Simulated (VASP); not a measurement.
Here is a VASP 6.6.1 calculation.

File POSCAR:

```
Au
1.0
    0.0000000000     -3.3145380000      0.0000000000
   -3.3145380000      0.0000000000      0.0000000000
    0.0000000000      0.0000000000     -3.3145380000
Au
2
Direct
    0.5301701172      0.5000000000      0.5000000000
   -0.0301701172      0.0000000000      0.0000000000
```

File INCAR.step1:

```
ALGO     = Normal         # electronic algorithm
EDIFF    = 1E-4           # SCF threshold, eV
ENCUT    = 520            # plane-wave cutoff, eV
GGA      = PE             # functional
ISMEAR   = 0              # smearing method
LASPH    = True           # aspherical terms in the spheres
LCHARG   = False          # write CHGCAR
LREAL    = False          # projectors in reciprocal space
LWAVE    = True           # write WAVECAR
NBANDS   = 18             # bands
NELM     = 100            # most SCF steps
PREC     = Accurate       # precision mode
SIGMA    = 0.15           # smearing width, eV
```

File INCAR.step2:

```
ALGO     = Normal         # electronic algorithm
EDIFF    = 1E-6           # SCF threshold, eV
ENCUT    = 520            # plane-wave cutoff, eV
ISIF     = 2              # what is computed and relaxed
ISMEAR   = 0              # smearing method
ISTART   = 1            
LASPH    = True           # aspherical terms in the spheres
LCHARG   = False          # write CHGCAR
LMIXTAU  = True         
LREAL    = False          # projectors in reciprocal space
LWAVE    = False          # write WAVECAR
METAGGA  = R2SCAN         # meta-GGA
NBANDS   = 18             # bands
NELM     = 100            # most SCF steps
PREC     = Accurate       # precision mode
SIGMA    = 0.15           # smearing width, eV
```

The input KPOINTS:

```
k-points
0
Gamma
  14 14 14
```

Potentials or basis: VASP PAW PBE potentials, release 64 (Au).

The run is started by

```console
$ cat potpaw_PBE.64/Au/POTCAR > POTCAR
$ cp INCAR.step1 INCAR
$ mpirun -np 1 vasp_std > vasp.out
$ cp INCAR.step2 INCAR
$ mpirun -np 1 vasp_std > vasp.out
```

Estimate the largest force.

0.948 eV/Å.

Predict the pressure.

-1.9 GPa.

What does it give for the band gap on the k mesh?

Zero (band 11 reaches 11.31 eV, above the bottom of band 12 at 6.26 eV).

Forces on the atoms (eV/Å):
```
Au   0.000  0.948  0.000
Au   0.000 -0.948  0.000
```

Caveat: the cell differs from its parent crystal (mode 4 (114.4 1/cm) frozen in, largest displacement -0.100 Å); the PAW data sets were made with another functional, which shifts forces and pressure a little; spin-orbit coupling is left out, which moves the levels of the heavy elements.
